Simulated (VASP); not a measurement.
# MgSi (P4/mmm) in VASP: single point with LDA

Aim: the single point of MgSi with LDA.

Program: VASP 6.6.1. These are calculated values, not measurements. Logs are shortened: lines on timing, memory, paths and dates and some standing lists are left out, and cuts for length are marked.

## 1. The cell of the first run

It takes space group P4/mmm (No. 123, tetragonal). The conventional cell has a = 2.908 Å, b = 2.908 Å, c = 4.103 Å, α = 90.00°, β = 90.00°, γ = 90.00°. Mg (site symmetry 4/mmm) has 8 Si at 2.90 Å and 4 Mg at 2.91 Å within 3.8 Å. Si (site symmetry 4/mmm) has 8 Mg at 2.90 Å and 4 Si at 2.91 Å within 3.8 Å.

## 2. Single point, LDA

Contents of INCAR:

```
SYSTEM = MgSi
PREC = Accurate
ENCUT = 520
EDIFF = 1E-6
ISMEAR = 0
SIGMA = 0.1
LREAL = .False.
LASPH = .True.
NELM = 60
ALGO = Normal
ISIF = 2
LWAVE = .False.
LCHARG = .False.
NBANDS = 10
```

Contents of KPOINTS:

```
regular mesh
0
Gamma
  6 6 4
  0 0 0
```

Contents of POSCAR:

```
MgSi
1.0
    2.9083940000      0.0000000000      0.0000000000
    0.0000000000      2.9083940000      0.0000000000
    0.0000000000      0.0000000000      4.1034270000
Mg Si
1 1
Direct
    0.0000000000      0.0000000000      0.0000000000
    0.5000000000      0.5000000000      0.5000000000
```

Potentials or basis: VASP PAW LDA potentials, release 64 (Mg, Si).

Run with:

```sh
$ cat potpaw_LDA.64/Mg/POTCAR potpaw_LDA.64/Si/POTCAR > POTCAR
$ mpirun -np 1 vasp_std > vasp.out
```

OUTCAR:

```text
SYSTEM = MgSi
   PREC = Accurate
   ENCUT = 520
   EDIFF = 1E-6
   ISMEAR = 0
   LREAL = .False.
   LASPH = .True.
   NELM = 60
   ISIF = 2

 ion  position               nearest neighbor table
   1  0.000  0.000  0.000-   2 2.90   2 2.90   2 2.90   2 2.90   2 2.90   2 2.90   2 2.90   2 2.90

   2  0.500  0.500  0.500-   1 2.90   1 2.90   1 2.90   1 2.90   1 2.90   1 2.90   1 2.90   1 2.90

  LATTYP: Found a simple tetragonal cell.
 ALAT       =     2.9083940000
 C/A-ratio  =     1.4108910278

  Lattice vectors:

 A1 = (   2.9083940000,   0.0000000000,   0.0000000000)
 A2 = (   0.0000000000,   2.9083940000,   0.0000000000)
 A3 = (   0.0000000000,   0.0000000000,   4.1034270000)

Analysis of symmetry for initial positions (statically):
=====================================================================
 Subroutine PRICEL returns:
 Original cell was already a primitive cell.

 Routine SETGRP: Setting up the symmetry group for a
 simple tetragonal supercell.

 Subroutine GETGRP returns: Found 16 space group operations
 (whereof 16 operations were pure point group operations)
 out of a pool of 16 trial point group operations.

The static configuration has the point symmetry D_4h.

Analysis of symmetry for dynamics (positions and initial velocities):
=====================================================================
 Subroutine PRICEL returns:
 Original cell was already a primitive cell.

 Routine SETGRP: Setting up the symmetry group for a
 simple tetragonal supercell.

 Subroutine GETGRP returns: Found 16 space group operations
 (whereof 16 operations were pure point group operations)
 out of a pool of 16 trial point group operations.

The dynamic configuration has the point symmetry D_4h.

 Subroutine INISYM returns: Found 16 space group operations
 (whereof 16 operations are pure point group operations),
 and found     1 'primitive' translations

----------------------------------------------------------------------------------------

                                     Primitive cell

  volume of cell :      34.7099

  direct lattice vectors                    reciprocal lattice vectors
     2.908394000  0.000000000  0.000000000     0.343832369  0.000000000  0.000000000
     0.000000000  2.908394000  0.000000000     0.000000000  0.343832369  0.000000000
     0.000000000  0.000000000  4.103427000     0.000000000  0.000000000  0.243698743

  length of vectors
     2.908394000  2.908394000  4.103427000     0.343832369  0.343832369  0.243698743

  position of ions in fractional coordinates (direct lattice)
     0.000000000  0.000000000  0.000000000
     0.500000000  0.500000000  0.500000000

  ion indices of the primitive-cell ions
   primitive index   ion index
                 1           1
                 2           2

----------------------------------------------------------------------------------------

 KPOINTS: regular mesh

Automatic generation of k-mesh.
 Grid dimensions read from file:
 generate k-points for:    6    6    4

 Generating k-lattice:

  Cartesian coordinates                     Fractional coordinates (reciprocal lattice)
     0.057305395  0.000000000  0.000000000     0.166666667  0.000000000  0.000000000
     0.000000000  0.057305395  0.000000000     0.000000000  0.166666667  0.000000000
     0.000000000  0.000000000  0.060924686     0.000000000  0.000000000  0.250000000

  Length of vectors
     0.057305395  0.057305395  0.060924686

  Shift w.r.t. Gamma in fractional coordinates (k-lattice)
     0.000000000  0.000000000  0.000000000

 Subroutine IBZKPT returns following result:
 ===========================================

 Found     30 irreducible k-points:

 Following reciprocal coordinates:
            Coordinates               Weight
  0.000000  0.000000  0.000000      1.000000
  0.166667  0.000000  0.000000      4.000000
  0.333333  0.000000  0.000000      4.000000
  0.500000  0.000000  0.000000      2.000000
  0.166667  0.166667  0.000000      4.000000
  0.333333  0.166667  0.000000      8.000000
[... 16 lines left out ...]
  0.333333  0.000000  0.500000      4.000000
  0.500000  0.000000  0.500000      2.000000
 [... further k-points ...]
   k-points           NKPTS =     30   k-points in BZ     NKDIM =     30   number of bands    NBANDS=     10
   number of dos      NEDOS =    301   number of ions     NIONS =      2
   total plane-waves  NPLWV =  18432
   dimension x,y,z NGX =    24 NGY =   24 NGZ =   32
   dimension x,y,z NGXF=    48 NGYF=   48 NGZF=   64
   ions per type =               1   1
   NGX,Y,Z   is equivalent  to a cutoff of  13.72, 13.72, 12.96 a.u.
   NGXF,Y,Z  is equivalent  to a cutoff of  27.44, 27.44, 25.93 a.u.
 SYSTEM =  MgSi
   PREC   = accura    normal or accurate (medium, high low for compatibility)
   ISTART =      0    job   : 0-new  1-cont  2-samecut
   ICHARG =      2    charge: 1-file 2-atom 10-const
   ISPIN  =      1    spin polarized calculation?
   LNONCOLLINEAR =      F non collinear calculations
   LSORBIT =      F    spin-orbit coupling
   LASPH  =      T    aspherical Exc in radial PAW
   ENCUT  =  520.0 eV  38.22 Ry    6.18 a.u.   5.41  5.41  7.63*2*pi/ulx,y,z
   NELM   =     60;   NELMIN=  2; NELMDL= -5     # of ELM steps
   EDIFF  = 0.1E-05   stopping-criterion for ELM
   LREAL  =      F    real-space projection
   EDIFFG = 0.1E-04   stopping-criterion for IOM
   NSW    =      0    number of steps for IOM
   IBRION =     -1    ionic relax: 0-MD 1-quasi-New 2-CG
   NFREE  =      0    steps in history (QN), initial steepest desc. (CG)
   ISIF   =      2    stress and relaxation
   ISYM   =      2    0-nonsym 1-usesym 2-fastsym
   POTIM  = 0.5000    time-step for ionic-motion
   TEBEG  =    0.0;   TEEND  =   0.0 temperature during run
   PSTRESS=    0.0 pullay stress
   NELECT =       6.0000    total number of electrons
   NUPDOWN=      -1.0000    fix difference up-down
   EMIN   =  10.00;   EMAX   =-10.00  energy-range for DOS
   EFERMI =   0.00;   METHOD = LEGACY
   ISMEAR =     0;   SIGMA  =   0.10  broadening in eV -4-tet -1-fermi 0-gaus
   EFERMI_NEDOS =   21; number of points for ismear=-14 and -15
   IALGO  =     38    algorithm
   IMIX   =      4    mixing-type and parameters
     AMIX     =   0.40;   BMIX     =  1.00
     AMIX_MAG =   1.60;   BMIX_MAG =  1.00
  volume/ion in A,a.u.               =      17.35       117.12
  Fermi-wavevector in a.u.,A,eV,Ry     =   0.911957  1.723348 11.315488  0.831665
  Thomas-Fermi vector in A             =   2.036296
   LORBIT       =      0    0 simple, 1 ext, 2 COOP (PROOUT), +10 PAW based schemes
   GGA     = CA    functional components
   LHFCALC =     F    Hartree Fock is set to
   AEXX    =    0.0000 exact exchange contribution
   IVDW    =     0    specifies the selected vdW correction
   LEPSILON=     F    determine dielectric tensor
   LRPA    =     F    only Hartree local field effects (RPA)
 non-spin polarized calculation
 Gauss-broadening in eV      SIGMA  =   0.10
  energy-cutoff  :      520.00
  volume of cell :       34.71
 maximum number of plane-waves:       952
 NGX is ok and might be reduce to    24
   NGX = 11   NGY = 11   NGZ = 15

 number of electron       6.0000000 magnetization

 Free energy of the ion-electron system (eV)
  ---------------------------------------------------
  ext. energy  EPLUGINS =         0.00000000
  ---------------------------------------------------
  free energy    TOTEN  =        -7.68596587 eV

  energy without entropy =       -7.68334423  energy(sigma->0) =       -7.68465505

 E-fermi :   6.0846     XC(G=0): -10.0652

 val. band max:        6.0157322437   @ k =   0.5000   0.0000   0.2500
 cond. band min:       6.1392727604   @ k =   0.5000   0.3333   0.5000
 fundamental gap:      0.1235405167
 Fermi energy:         6.0846024179

 k-point     1 :       0.0000    0.0000    0.0000
  band No.  band energies     occupation
      1      -5.2013      2.00000
      2       3.2251      2.00000
      3       5.0305      2.00000
      4      10.3200      0.00000
      5      10.3200      0.00000
      6      11.4785      0.00000
      7      14.2868      0.00000
      8      18.4633      0.00000
      9      18.4633      0.00000
     10      18.8749      0.00000

 k-point     2 :       0.1667    0.0000    0.0000
  band No.  band energies     occupation
      1      -4.7362      2.00000
      2       3.6349      2.00000
      3       5.5006      2.00000
      4       6.4833      0.00000
      5      10.6808      0.00000
      6      13.1498      0.00000
      7      14.6854      0.00000
      8      15.7334      0.00000
      9      17.8989      0.00000
     10      18.9067      0.00000

 k-point     3 :       0.3333    0.0000    0.0000
  band No.  band energies     occupation
      1      -3.3832      2.00000
      2       2.5565      2.00000
      3       4.8010      2.00000
      4       6.8880      0.00000
      5      10.9243      0.00000
      6      11.6611      0.00000
      7      12.4136      0.00000
      8      14.6508      0.00000
      9      18.1189      0.00000
     10      20.0180      0.00000

 k-point     4 :       0.5000    0.0000    0.0000
  band No.  band energies     occupation
      1      -1.8587      2.00000
      2       0.1605      2.00000
      3       5.9311      1.97011
      4       8.5245      0.00000
      5       8.9112      0.00000
      6      10.0626      0.00000
      7      12.4681      0.00000
      8      16.1391      0.00000
      9      16.5383      0.00000
     10      17.9622      0.00000
[... 222 lines left out ...]
 k-point    22 :       0.1667    0.0000    0.5000
  band No.  band energies     occupation
      1      -3.7444      2.00000
      2      -0.5808      2.00000
      3       7.2681      0.00000
      4      10.7194      0.00000
      5      11.1666      0.00000
      6      13.9635      0.00000
      7      14.2744      0.00000
      8      15.2745      0.00000
      9      15.7350      0.00000
     10      16.6210      0.00000

 k-point    23 :       0.3333    0.0000    0.5000
  band No.  band energies     occupation
      1      -2.4383      2.00000
      2       0.7788      2.00000
      3       3.4394      2.00000
      4       6.7919      0.00000
      5      12.1795      0.00000
      6      14.9803      0.00000
      7      15.5058      0.00000
      8      16.4886      0.00000
      9      16.7602      0.00000
     10      17.7625      0.00000

 k-point    24 :       0.5000    0.0000    0.5000
  band No.  band energies     occupation
      1      -1.0021      2.00000
      2       1.1417      2.00000
      3       2.2804      2.00000
      4       4.4208      2.00000
      5      13.0215      0.00000
      6      15.7647      0.00000
      7      16.4478      0.00000
      8      17.0572      0.00000
      9      17.6992      0.00000
     10      18.0753      0.00000

 [... further k-points ...]

------------------------ aborting loop because EDIFF is reached ----------------------------------------

  FORCE on cell =-STRESS in cart. coord.  units (eV):
  Direction    XX          YY          ZZ          XY          YZ          ZX
  --------------------------------------------------------------------------------------
  -------------------------------------------------------------------------------------
  Total       -0.7724473     -0.7724473     -0.2284834      0.0000000      0.0000000     -0.0000000
  in kB      -35.6554788    -35.6554788    -10.5465911      0.0000000      0.0000000     -0.0000000
  external PRESSURE =     -27.2858496 kB  Pullay stress =       0.0000000 kB

 VOLUME and BASIS-vectors are now :
 -----------------------------------------------------------------------------
  energy-cutoff  :      520.00
  volume of cell :       34.71
      direct lattice vectors                 reciprocal lattice vectors
     2.908394000  0.000000000  0.000000000     0.343832369  0.000000000  0.000000000
     0.000000000  2.908394000  0.000000000     0.000000000  0.343832369  0.000000000
     0.000000000  0.000000000  4.103427000     0.000000000  0.000000000  0.243698743

 POSITION                                       TOTAL-FORCE (eV/Angst)
 -----------------------------------------------------------------------------------
      0.00000      0.00000      0.00000         0.000000      0.000000      0.000000
      1.45420      1.45420      2.05171         0.000000      0.000000      0.000000
 -----------------------------------------------------------------------------------
    total drift:                               -0.000000     -0.000000     -0.000000

  FREE ENERGIE OF THE ION-ELECTRON SYSTEM (eV)
  ---------------------------------------------------
  free  energy   TOTEN  =        -7.6859658702 eV

  energy  without entropy=       -7.6833442347  energy(sigma->0) =       -7.68465505
```

It took 4.4 s on 1 thread of Intel Xeon 6975P-C, shared host; peak memory 0.14 GiB.

What came out:

- Free energy: -7.6860 eV
- Pressure: -2.7 GPa
- Band gap on the k mesh: zero (band 3 reaches 10.79 eV, above the bottom of band 4 at 4.42 eV)

Levels at points of the mesh, in eV from the Fermi level:
| k point | band 1 | band 2 | band 3 | band 4 | band 5 | band 6 |
| --- | --- | --- | --- | --- | --- | --- |
| (0.00, 0.00, 0.00) | -11.29 | -2.86 | -1.05 | 4.24 | 4.24 | 5.39 |
| (0.50, 0.00, 0.00) | -7.94 | -5.92 | -0.15 | 2.44 | 2.83 | 3.98 |
| (0.50, 0.50, 0.00) | -4.46 | -3.12 | -3.12 | 0.32 | 2.69 | 5.53 |
| (0.00, 0.00, 0.50) | -10.28 | -7.13 | 4.71 | 4.71 | 6.74 | 7.46 |
| (0.50, 0.00, 0.50) | -7.09 | -4.94 | -3.80 | -1.66 | 6.94 | 9.68 |
| (0.50, 0.50, 0.50) | -3.49 | -2.36 | -2.36 | -0.62 | 1.16 | 1.16 |

Caveat: the k points lie up to 0.38 Å⁻¹ apart.
